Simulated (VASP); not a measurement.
The system is Si4N.

```
Si N
1.0
     2.75670    0.00000    0.00000
    -0.94280    5.30501    0.00000
    -1.18820   -1.24333    9.07600
Si N
8 2
Direct
  0.35388 0.18377 0.20503
  0.97007 0.63071 0.09238
  0.27613 0.43693 0.44133
  0.56279 0.81677 0.32830
  0.20263 0.03397 0.54470
  0.84594 0.65959 0.68156
  0.31500 0.32704 0.80269
  0.49628 0.93410 0.89178
  0.08652 0.95922 0.02996
  0.39076 0.51790 0.98226
```

- Program: VASP 6.6.1
- Task: relaxation of cell and atoms
- Functional: PBE
- Potentials or basis: VASP PAW PBE potentials, release 64 (Si, N)
- Cutoff: 600 eV
- k mesh: 6 × 4 × 2
- Occupations: gaussian, width 0.1 eV
- Spin: no spin polarisation

At the start: pressure 0.8 GPa; volume 13.27 Å³/atom.

Task: How do energy, volume and symmetry change on relaxing?

Result: Over 54 steps the energy falls by 94.5 meV/atom and the volume is 14.21 Å³/atom (+7.1 %); space group P1 (No. 1, to 0.1 Å) before and after.

Step by step:
```tsv
step	energy change (eV)	largest force (eV/Å)	pressure (GPa)	volume (Å³)
1	0.0000	0.5968	0.79	132.73
3	-0.0860	0.5286	-0.65	134.40
5	-0.1353	0.7398	0.80	133.74
7	-0.2268	0.5323	-0.14	135.07
9	-0.3035	0.6460	0.00	135.52
11	-0.3572	0.6813	0.36	135.78
13	-0.4025	0.4686	-0.46	136.79
15	-0.4502	0.4506	0.24	136.26
17	-0.5157	0.7181	0.81	136.85
19	-0.5550	0.6244	-0.20	138.57
21	-0.6602	0.4947	-0.25	139.80
23	-0.6807	0.6805	-0.27	140.50
25	-0.7372	0.6798	0.05	140.84
27	-0.8001	0.3893	-0.41	141.30
29	-0.8440	0.4705	0.75	140.24
31	-0.8728	0.4028	0.14	141.03
33	-0.8916	0.2532	-0.58	141.84
35	-0.9064	0.2964	0.31	141.03
37	-0.9212	0.2263	0.21	141.11
39	-0.9273	0.2511	-0.22	141.71
41	-0.9316	0.1317	-0.06	141.75
43	-0.9378	0.1372	0.28	141.58
45	-0.9400	0.1200	-0.17	142.02
47	-0.9424	0.1206	-0.13	142.06
49	-0.9439	0.0853	0.11	141.83
51	-0.9446	0.0631	0.02	141.96
53	-0.9451	0.0690	-0.03	142.08
54	-0.9454	0.0265	-0.03	142.11
```

Final structure:
```
CELL_PARAMETERS angstrom
2.70605 -0.01581 0.11621
-0.93576 5.69999 -0.08103
-0.77112 -1.38389 9.19890
ATOMIC_POSITIONS crystal
Si 0.30664 0.13786 0.21264
Si 0.06413 0.63758 0.07532
Si 0.32328 0.44070 0.44280
Si 0.14677 0.78183 0.32675
Si 0.10984 0.06823 0.56183
Si 0.70538 0.68788 0.67735
Si 0.49361 0.33433 0.80527
Si 0.67185 0.97729 0.89086
N 0.17829 0.94260 0.01588
N 0.50021 0.49169 0.99131
```

Caveat: the k points lie up to 0.39 Å⁻¹ apart in the final cell, too coarse for converged energies and pressures of a metal.
